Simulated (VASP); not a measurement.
# AlP5 (P-62m) in VASP: relaxation of cell and atoms with PBE

Aim: the relaxation of cell and atoms of AlP5 with PBE.

Everything below comes from runs of VASP 6.6.1. Logs are shortened: lines on timing, memory, paths and dates and some standing lists are left out, and cuts for length are marked.

## Step 1: The cell of the first run

Symmetry: P-62m, No. 189, hexagonal system. The conventional cell has a = 5.235 Å, b = 5.235 Å, c = 7.887 Å, α = 90.00°, β = 90.00°, γ = 120.00°. Within 3.6 Å of Al (site symmetry -62m) lie 2 P at 2.70 Å. P (site symmetry m2m) has 6 P at 2.29 to 2.88 Å within 3.0 Å. P (site symmetry 3m) has 4 P at 2.29 to 2.49 Å and 1 Al at 2.70 Å within 3.0 Å.

## Step 2: Relaxation of cell and atoms, PBE

Contents of INCAR:

```
PREC = Accurate ; ENCUT = 600
EDIFF = 1E-6 ; ISMEAR = 0
SIGMA = 0.1 ; LREAL = F
LASPH = T ; NELM = 100
ALGO = Normal ; ISIF = 3
LWAVE = F ; LCHARG = F
GGA = PE ; IBRION = 2
NSW = 100 ; EDIFFG = -0.01
```

Contents of KPOINTS:

```
Automatic mesh
0
Gamma
  12 12 6
```

Contents of POSCAR:

```
AlP5
1.0
    5.2350455961      0.0000000000      0.0000000000
   -2.6175227980      4.5336824762      0.0000000000
    0.0000000000      0.0000000000      7.8866732998
Al P
1 5
Direct
    0.0000000000      0.0000000000      0.5000000000
    0.6330080609      0.0000000000      0.0000000000
    0.0000000000      0.6330080609      0.0000000000
    0.3669919391      0.3669919391      0.0000000000
    0.0000000000      0.0000000000      0.1579487517
    0.0000000000      0.0000000000      0.8420512483
```

Potentials or basis: VASP PAW PBE potentials, release 64 (Al, P).

On the command line:

```
$ cat potpaw_PBE.64/Al/POTCAR potpaw_PBE.64/P/POTCAR > POTCAR
$ mpirun -np 1 vasp_std > vasp.out
```

OUTCAR:

```text
PREC = Accurate
   ENCUT = 600
   EDIFF = 1E-6
   ISMEAR = 0
   LREAL = F
   LASPH = T
   NELM = 100
   ISIF = 3
   GGA = PE
   IBRION = 2
   NSW = 100
   EDIFFG = -0.01

 ion  position               nearest neighbor table
   1  0.000  0.000  0.500-   5 2.70   6 2.70
   2  0.633  0.000  0.000-   5 2.29   6 2.29   4 2.88   4 2.88   3 2.88   3 2.88
   3  0.000  0.633  0.000-   5 2.29   6 2.29   4 2.88   2 2.88   4 2.88   2 2.88
   4  0.367  0.367  0.000-   5 2.29   6 2.29   2 2.88   3 2.88   2 2.88   3 2.88
   5  0.000  0.000  0.158-   3 2.29   2 2.29   4 2.29   6 2.49   1 2.70
   6  0.000  0.000  0.842-   3 2.29   2 2.29   4 2.29   5 2.49   1 2.70

  LATTYP: Found a hexagonal cell.
 ALAT       =     5.2350455961
 C/A-ratio  =     1.5065147294

  Lattice vectors:

 A1 = (   5.2350455961,   0.0000000000,   0.0000000000)
 A2 = (  -2.6175227980,   4.5336824762,   0.0000000000)
 A3 = (   0.0000000000,   0.0000000000,   7.8866732998)

Analysis of symmetry for initial positions (statically):
=====================================================================
 Subroutine PRICEL returns:
 Original cell was already a primitive cell.

 Routine SETGRP: Setting up the symmetry group for a
 hexagonal supercell.

 Subroutine GETGRP returns: Found 12 space group operations
 (whereof 12 operations were pure point group operations)
 out of a pool of 24 trial point group operations.

The static configuration has the point symmetry D_3h.

Analysis of symmetry for dynamics (positions and initial velocities):
=====================================================================
 Subroutine PRICEL returns:
 Original cell was already a primitive cell.

 Routine SETGRP: Setting up the symmetry group for a
 hexagonal supercell.

 Subroutine GETGRP returns: Found 12 space group operations
 (whereof 12 operations were pure point group operations)
 out of a pool of 24 trial point group operations.

The dynamic configuration has the point symmetry D_3h.

 Subroutine INISYM returns: Found 12 space group operations
 (whereof 12 operations are pure point group operations),
 and found     1 'primitive' translations

----------------------------------------------------------------------------------------

                                     Primitive cell

  volume of cell :     187.1826

  direct lattice vectors                    reciprocal lattice vectors
     5.235045596  0.000000000  0.000000000     0.191020304  0.110285624  0.000000000
    -2.617522798  4.533682476  0.000000000     0.000000000  0.220571248  0.000000000
     0.000000000  0.000000000  7.886673300     0.000000000  0.000000000  0.126796174

  length of vectors
     5.235045596  5.235045596  7.886673300     0.220571248  0.220571248  0.126796174

  position of ions in fractional coordinates (direct lattice)
     0.000000000  0.000000000  0.500000000
     0.633008061  0.000000000  0.000000000
     1.000000000  0.633008061  0.000000000
     0.366991939  0.366991939  0.000000000
     0.000000000  0.000000000  0.157948752
     0.000000000  0.000000000  0.842051248

  ion indices of the primitive-cell ions
   primitive index   ion index
                 1           1
                 2           2
                 3           3
                 4           4
                 5           5
                 6           6

----------------------------------------------------------------------------------------

 KPOINTS: Automatic mesh

Automatic generation of k-mesh.
 Grid dimensions read from file:
 generate k-points for:   12   12    6

 Generating k-lattice:

  Cartesian coordinates                     Fractional coordinates (reciprocal lattice)
     0.015918359  0.009190469  0.000000000     0.083333333  0.000000000  0.000000000
     0.000000000  0.018380937  0.000000000     0.000000000  0.083333333  0.000000000
     0.000000000  0.000000000  0.021132696     0.000000000  0.000000000  0.166666667

  Length of vectors
     0.018380937  0.018380937  0.021132696

  Shift w.r.t. Gamma in fractional coordinates (k-lattice)
     0.000000000  0.000000000  0.000000000

 Subroutine IBZKPT returns following result:
 ===========================================

 Found     76 irreducible k-points:

 Following reciprocal coordinates:
            Coordinates               Weight
  0.000000  0.000000  0.000000      1.000000
  0.083333  0.000000  0.000000      6.000000
  0.166667  0.000000  0.000000      6.000000
  0.250000  0.000000  0.000000      6.000000
  0.333333  0.000000  0.000000      6.000000
  0.416667 -0.000000  0.000000      6.000000
[... 16 lines left out ...]
  0.250000  0.000000  0.166667     12.000000
  0.333333  0.000000  0.166667     12.000000
 [... further k-points ...]
   k-points           NKPTS =     76   k-points in BZ     NKDIM =     76   number of bands    NBANDS=     18
   number of dos      NEDOS =    301   number of ions     NIONS =      6
   total plane-waves  NPLWV = 112896
   dimension x,y,z NGX =    42 NGY =   42 NGZ =   64
   dimension x,y,z NGXF=    84 NGYF=   84 NGZF=  128
   ions per type =               1   5
   NGX,Y,Z   is equivalent  to a cutoff of  13.34, 13.34, 13.49 a.u.
   NGXF,Y,Z  is equivalent  to a cutoff of  26.68, 26.68, 26.98 a.u.
 SYSTEM =  unknown system
   PREC   = accura    normal or accurate (medium, high low for compatibility)
   ISTART =      0    job   : 0-new  1-cont  2-samecut
   ICHARG =      2    charge: 1-file 2-atom 10-const
   ISPIN  =      1    spin polarized calculation?
   LNONCOLLINEAR =      F non collinear calculations
   LSORBIT =      F    spin-orbit coupling
   LASPH  =      T    aspherical Exc in radial PAW
   ENCUT  =  600.0 eV  44.10 Ry    6.64 a.u.  10.46 10.46 15.75*2*pi/ulx,y,z
   NELM   =    100;   NELMIN=  2; NELMDL= -5     # of ELM steps
   EDIFF  = 0.1E-05   stopping-criterion for ELM
   LREAL  =      F    real-space projection
   EDIFFG = -.1E-01   stopping-criterion for IOM
   NSW    =    100    number of steps for IOM
   IBRION =      2    ionic relax: 0-MD 1-quasi-New 2-CG
   NFREE  =      1    steps in history (QN), initial steepest desc. (CG)
   ISIF   =      3    stress and relaxation
   ISYM   =      2    0-nonsym 1-usesym 2-fastsym
   POTIM  = 0.5000    time-step for ionic-motion
   TEBEG  =    0.0;   TEEND  =   0.0 temperature during run
   PSTRESS=    0.0 pullay stress
   NELECT =      28.0000    total number of electrons
   NUPDOWN=      -1.0000    fix difference up-down
   EMIN   =  10.00;   EMAX   =-10.00  energy-range for DOS
   EFERMI =   0.00;   METHOD = LEGACY
   ISMEAR =     0;   SIGMA  =   0.10  broadening in eV -4-tet -1-fermi 0-gaus
   EFERMI_NEDOS =   21; number of points for ismear=-14 and -15
   IALGO  =     38    algorithm
   IMIX   =      4    mixing-type and parameters
     AMIX     =   0.40;   BMIX     =  1.00
     AMIX_MAG =   1.60;   BMIX_MAG =  1.00
  volume/ion in A,a.u.               =      31.20       210.53
  Fermi-wavevector in a.u.,A,eV,Ry     =   0.869039  1.642245 10.275500  0.755228
  Thomas-Fermi vector in A             =   1.987803
   LORBIT       =      0    0 simple, 1 ext, 2 COOP (PROOUT), +10 PAW based schemes
   GGA     = PE    functional components
   LHFCALC =     F    Hartree Fock is set to
   AEXX    =    0.0000 exact exchange contribution
   IVDW    =     0    specifies the selected vdW correction
   LEPSILON=     F    determine dielectric tensor
   LRPA    =     F    only Hartree local field effects (RPA)
 conjugate gradient relaxation of ions
 non-spin polarized calculation
 Gauss-broadening in eV      SIGMA  =   0.10
  energy-cutoff  :      600.00
  volume of cell :      187.18
 maximum number of plane-waves:      6296
 NGX is ok and might be reduce to    42
   NGX = 21   NGY = 21   NGZ = 31

--------------------------------------- Ionic step        1  -------------------------------------------

 number of electron      28.0000004 magnetization

 Free energy of the ion-electron system (eV)
  ---------------------------------------------------
  ext. energy  EPLUGINS =         0.00000000
  ---------------------------------------------------
  free energy    TOTEN  =       -26.13896537 eV

  energy without entropy =      -26.12039217  energy(sigma->0) =      -26.12967877

------------------------ aborting loop because EDIFF is reached ----------------------------------------

  FORCE on cell =-STRESS in cart. coord.  units (eV):
  Direction    XX          YY          ZZ          XY          YZ          ZX
  --------------------------------------------------------------------------------------
  -------------------------------------------------------------------------------------
  Total       -0.3035895     -0.3035895      0.6194709     -0.0000000      0.0000000      0.0000000
  in kB       -2.5985549     -2.5985549      5.3023219     -0.0000000      0.0000000      0.0000000
  external PRESSURE =       0.0350707 kB  Pullay stress =       0.0000000 kB

 VOLUME and BASIS-vectors are now :
 -----------------------------------------------------------------------------
  energy-cutoff  :      600.00
  volume of cell :      187.18
      direct lattice vectors                 reciprocal lattice vectors
     5.235045596  0.000000000  0.000000000     0.191020304  0.110285624  0.000000000
    -2.617522798  4.533682476  0.000000000     0.000000000  0.220571248  0.000000000
     0.000000000  0.000000000  7.886673300     0.000000000  0.000000000  0.126796174
[... 121 lines left out ...]
 POSITION                                       TOTAL-FORCE (eV/Angst)
 -----------------------------------------------------------------------------------
     -0.00000      0.00000      4.02599         0.000000      0.000000      0.000000
      3.25793     -0.00000      0.00000        -0.051051      0.000000      0.000000
      3.53284      2.82145      8.05199         0.025525     -0.044211      0.000000
      0.95194      1.64881     -0.00000         0.025525      0.044211     -0.000000
     -0.00000      0.00000      1.27125         0.000000      0.000000      0.067744
     -0.00000      0.00000      6.78074         0.000000     -0.000000     -0.067744
 -----------------------------------------------------------------------------------
    total drift:                               -0.000000     -0.000000      0.000000

  FREE ENERGIE OF THE ION-ELECTRON SYSTEM (eV)
  ---------------------------------------------------
  free  energy   TOTEN  =       -26.1481690359 eV

  energy  without entropy=      -26.1299555589  energy(sigma->0) =      -26.13906230

--------------------------------------- Ionic step        5  -------------------------------------------

 number of electron      27.9999999 magnetization

 Free energy of the ion-electron system (eV)
  ---------------------------------------------------
  ext. energy  EPLUGINS =         0.00000000
  ---------------------------------------------------
  free energy    TOTEN  =       -26.14918955 eV

  energy without entropy =      -26.13072017  energy(sigma->0) =      -26.13995486

 E-fermi :   2.8338     XC(G=0):  -7.3763

 val. band max:        2.8285542124   @ k =   0.2500   0.2500   0.5000
 cond. band min:       2.8409780176   @ k =   0.2500   0.1667   0.1667
 fundamental gap:      0.0124238052
 Fermi energy:         2.8338032683

 k-point     1 :       0.0000    0.0000    0.0000
  band No.  band energies     occupation
      1     -12.7007      2.00000
      2      -7.7874      2.00000
      3      -7.0004      2.00000
      4      -7.0004      2.00000
      5      -6.2705      2.00000
      6      -3.5455      2.00000
[... 10 lines left out ...]
     17       4.2808      0.00000
     18       4.2808      0.00000
[... 463 lines left out ...]
 k-point    24 :       0.3333    0.0000    0.1667
  band No.  band energies     occupation
      1     -12.3187      2.00000
      2      -8.8175      2.00000
      3      -7.6785      2.00000
      4      -7.5618      2.00000
      5      -5.1465      2.00000
      6      -3.4174      2.00000
[... 10 lines left out ...]
     17       3.5447      0.00000
     18       3.9208      0.00000

 [... further k-points ...]
[... 5 lines left out ...]
  --------------------------------------------------------------------------------------
  -------------------------------------------------------------------------------------
  Total        0.0116131      0.0116131     -0.0342163      0.0000000     -0.0000000      0.0000000
  in kB        0.0997097      0.0997097     -0.2937789      0.0000000     -0.0000000      0.0000000
  external PRESSURE =      -0.0314532 kB  Pullay stress =       0.0000000 kB

 VOLUME and BASIS-vectors are now :
 -----------------------------------------------------------------------------
  energy-cutoff  :      600.00
  volume of cell :      186.60
      direct lattice vectors                 reciprocal lattice vectors
     5.174536788 -0.000000000  0.000000000     0.193254013  0.111575256 -0.000000000
    -2.587268394  4.481280311 -0.000000000     0.000000000  0.223150513 -0.000000000
    -0.000000000  0.000000000  8.047277372     0.000000000  0.000000000  0.124265631

 POSITION                                       TOTAL-FORCE (eV/Angst)
 -----------------------------------------------------------------------------------
     -0.00000      0.00000      4.02364        -0.000000     -0.000000      0.000000
      3.26486     -0.00000      8.04728         0.006553     -0.000000      0.000000
     -1.63243      2.82745     -0.00000        -0.003277      0.005675     -0.000000
      0.95484      1.65383     -0.00000        -0.003277     -0.005675      0.000000
     -0.00000      0.00000      1.27307        -0.000000     -0.000000     -0.009710
     -0.00000      0.00000      6.77421        -0.000000     -0.000000      0.009710
 -----------------------------------------------------------------------------------
    total drift:                               -0.000000     -0.000000      0.000000

  FREE ENERGIE OF THE ION-ELECTRON SYSTEM (eV)
  ---------------------------------------------------
  free  energy   TOTEN  =       -26.1491895530 eV

  energy  without entropy=      -26.1307201719  energy(sigma->0) =      -26.13995486

 reached required accuracy - stopping structural energy minimisation
```

Run time: 15 min. Hardware: 1 thread of Intel Xeon Platinum 8488C (Sapphire Rapids), shared host; peak memory 0.52 GiB.

Results:

* Free energy: -26.1492 eV
* Relaxed volume: 31.10 Å³/atom
* Relaxed cell: a = 5.175 Å, b = 5.175 Å, c = 8.047 Å, α = 90.00°, β = 90.00°, γ = 120.00°
* Space group after relaxing (to 0.05 Å): P-62m (No. 189)
* Energy gained by relaxing: 1.7 meV/atom
* Ionic steps: 5
* Pressure after relaxing: 0.0 GPa
* Largest force after relaxing: 0.010 eV/Å
* Band gap on the k mesh: zero (band 14 reaches 3.95 eV, above the bottom of band 15 at 2.59 eV)

Forces on the atoms (eV/Å):
```
Al   0.000  0.000  0.000
P    0.007  0.000  0.000
P   -0.003  0.006  0.000
P   -0.003 -0.006  0.000
P    0.000  0.000 -0.010
P    0.000  0.000  0.010
```

The path:
```csv
step,energy change (eV),largest force (eV/Å),pressure (GPa),volume (Å³)
1,0.0000,0.0600,0.00,187.18
2,-0.0044,0.0343,-0.05,187.20
3,-0.0097,0.0653,-0.17,187.20
4,-0.0092,0.0677,0.22,185.80
5,-0.0102,0.0097,0.00,186.60
```

Final structure:
```cif
data_structure
_symmetry_space_group_name_H-M 'P 1'
_symmetry_Int_Tables_number 1
_cell_length_a 5.1745
_cell_length_b 5.1745
_cell_length_c 8.0473
_cell_angle_alpha 90.000
_cell_angle_beta 90.000
_cell_angle_gamma 120.000
_cell_volume 186.60
loop_
_atom_site_label
_atom_site_type_symbol
_atom_site_fract_x
_atom_site_fract_y
_atom_site_fract_z
_atom_site_occupancy
Al1 Al 0.00000 0.00000 0.50000 1
P1 P 0.63095 0.00000 0.00000 1
P2 P 0.00000 0.63095 0.00000 1
P3 P 0.36905 0.36905 0.00000 1
P4 P 0.00000 0.00000 0.15820 1
P5 P 0.00000 0.00000 0.84180 1
```

Levels at points of the mesh, in eV from the Fermi level:
```
           k point  band 11  band 12  band 13  band 14  band 15  band 16  band 17  band 18
(0.00, 0.00, 0.00)    -3.70    -2.61    -2.23    -0.29     1.07     1.07     1.45     1.45
(0.50, 0.00, 0.00)    -2.09    -2.08    -1.42    -1.37    -0.24     0.31     0.78     0.82
(0.00, 0.00, 0.50)    -3.72    -3.72    -1.55     1.11     1.11     1.92     2.18     2.18
(0.50, 0.00, 0.50)    -3.56    -1.58    -1.26    -0.43     0.07     0.81     1.16     1.92
```
